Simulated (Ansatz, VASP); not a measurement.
**Cu2BO3: VASP beside Ansatz**

```
CELL_PARAMETERS angstrom
2.61090 0.00000 0.00000
-1.30545 2.26110 0.00000
0.00000 0.00000 8.36217
ATOMIC_POSITIONS crystal
Cu 0.66667 0.33333 0.33045
Cu 0.33333 0.66667 0.66955
B 0.00000 0.00000 0.00000
O 0.66667 0.33333 0.89499
O 0.33333 0.66667 0.10501
O 0.00000 0.00000 0.50000
```

Alike in both runs: task relaxation of cell and atoms; functional PBE; k mesh 18 × 18 × 6; occupations gaussian, width 0.1 eV; no spin polarisation.

```csv
,VASP,Ansatz
version,VASP 6.6.1,Ansatz 0.2.0
potentials or method,"VASP PAW PBE potentials, release 64 (Cu, B, O), cutoff 600 eV","scalar-relativistic, plane waves, PAW"
valence electrons in the cell,43,59
```

```tsv
	VASP	Ansatz	Ansatz less VASP
gap on the k mesh at the Fermi level, each at its own relaxed structure (eV)	none	none	-
relaxed volume (Å³/atom)	8.23	8.23	0.000
relaxed length of the cell vector where the two differ most in proportion (Å)	8.359	8.364	+0.0051
```

A gap of «none» marks a metal or a gap that the smearing closes. VASP's potentials hold 43 valence electrons a cell and Ansatz's 59, so a difference there can come from the potentials and not from the codes.
